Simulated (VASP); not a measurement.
Set up this calculation in VASP 6.6.1, as the native input.

| Item | Value |
| --- | --- |
| Task | single point |
| Functional | PBE |
| Dispersion | D3(BJ) |
| Potentials or basis | VASP PAW PBE potentials, release 64 (Ga_d, Se) |
| Cutoff | 500 eV |
| k mesh | 6 × 6 × 1 |
| Occupations | gaussian, width 0.1 eV |
| Spin | no spin polarisation |
| Dipole correction | no |
| Further INCAR settings | ALGO = Normal; EDIFF = 1e-06; NBANDS = 48 |

The structure of GaSe lies in POSCAR:

```
GaSe
1.0
    3.7420000000      0.0000000000      0.0000000000
   -1.8710000000      3.2406670610      0.0000000000
    0.0000000000      0.0000000000     15.9190000000
Ga Se
4 4
Direct
    0.3333333333      0.6666666667      0.1770000000
    0.6666666667      0.3333333333      0.6770000000
    0.3333333333      0.6666666667      0.3230000000
    0.6666666667      0.3333333333      0.8230000000
    0.3333333333      0.6666666667      0.6000000000
    0.6666666667      0.3333333333      0.1000000000
    0.3333333333      0.6666666667      0.9000000000
    0.6666666667      0.3333333333      0.4000000000
```

The input as run:

INCAR

```
ALGO = Normal
EDIFF = 1E-6
ENCUT = 500
GGA = PE
GGA_COMPAT = F
ISIF = 2
ISMEAR = 0
IVDW = 12
LASPH = T
LCHARG = F
LREAL = F
LWAVE = F
NBANDS = 48
NELM = 120
PREC = Accurate
SIGMA = 0.1
```

KPOINTS

```
k-points
0
Gamma
  6 6 1
```

Potentials or basis: VASP PAW PBE potentials, release 64 (Ga_d, Se).

Run with:

```console
$ cat potpaw_PBE.64/Ga_d/POTCAR potpaw_PBE.64/Se/POTCAR > POTCAR
$ mpirun -np 1 vasp_std > vasp.out
```

It gave:

| Item | Value |
| --- | --- |
| Pressure | 1.1 GPa |
| Largest force | 1.213 eV/Å |
| Band gap on the k mesh | 1.20 eV |
| Dispersion energy per atom | -0.296 eV |

Caveat: forces of over 1 eV/Å act on the atoms, so gaps and moduli don't describe the material at rest.

It took 40 s on 1 thread of Intel(R) Xeon(R) 6975P-C (Granite Rapids), on a shared host, peak memory 0.31 GiB.
